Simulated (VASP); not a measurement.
Set up this calculation in VASP 6.6.1, as the native input.

```
Task                   : single point
Functional             : RPBE
Potentials or basis    : VASP PAW PBE potentials, release 64 (Ge_d)
Cutoff                 : 520 eV
k mesh                 : 10 × 10 × 15
Occupations            : fermi-dirac, width 0.1 eV
Spin                   : no spin polarisation
Dipole correction      : no
Further INCAR settings : ALGO = Normal; EDIFF = 1e-06; NBANDS = 28
```

The structure of Ge lies in POSCAR:

```
Ge
1.0
    4.9469176343      0.0000000000      0.0000000000
   -2.4734588172      4.2841563417      0.0000000000
    0.0000000000      0.0000000000      2.8121672416
Ge
3
Direct
    0.0000000000      0.0000000000      1.0000000000
    0.3333333333      0.6666666667      0.5000000000
    0.6666666667      0.3333333333      0.5000000000
```

This isn't the form of Ge at room conditions, which is diamond.

These files were run (other wordings do the same):

INCAR

```
PREC     = Accurate       # precision mode
ENCUT    = 520            # plane-wave cutoff, eV
EDIFF    = 1E-6           # SCF threshold, eV
ISMEAR   = -1             # smearing method
SIGMA    = 0.1            # smearing width, eV
LREAL    = False          # projectors in reciprocal space
LASPH    = True           # aspherical terms in the spheres
NELM     = 80             # most SCF steps
ALGO     = Normal         # electronic algorithm
ISIF     = 2              # what is computed and relaxed
LWAVE    = False          # write WAVECAR
LCHARG   = True           # write CHGCAR
GGA      = RP             # functional
LELF     = True           # ELF
LVHAR    = True         
NBANDS   = 28             # bands
```

KPOINTS

```
regular mesh
0
Gamma
  10 10 15
```

Potentials or basis: VASP PAW PBE potentials, release 64 (Ge_d).

Run with:

```bash
$ cat potpaw_PBE.64/Ge_d/POTCAR > POTCAR
$ mpirun -np 1 vasp_std > vasp.out
```

It gave:

* Pressure: 0.2 GPa
* Band gap on the k mesh: zero (bands 21 and 22 overlap by 4.85 eV)

Caveat: the PAW data sets were made with another functional, which shifts forces and pressure a little.

Run time: 3.2 min on 1 thread of Intel Xeon 8259CL, on a shared host, peak memory 0.28 GiB.
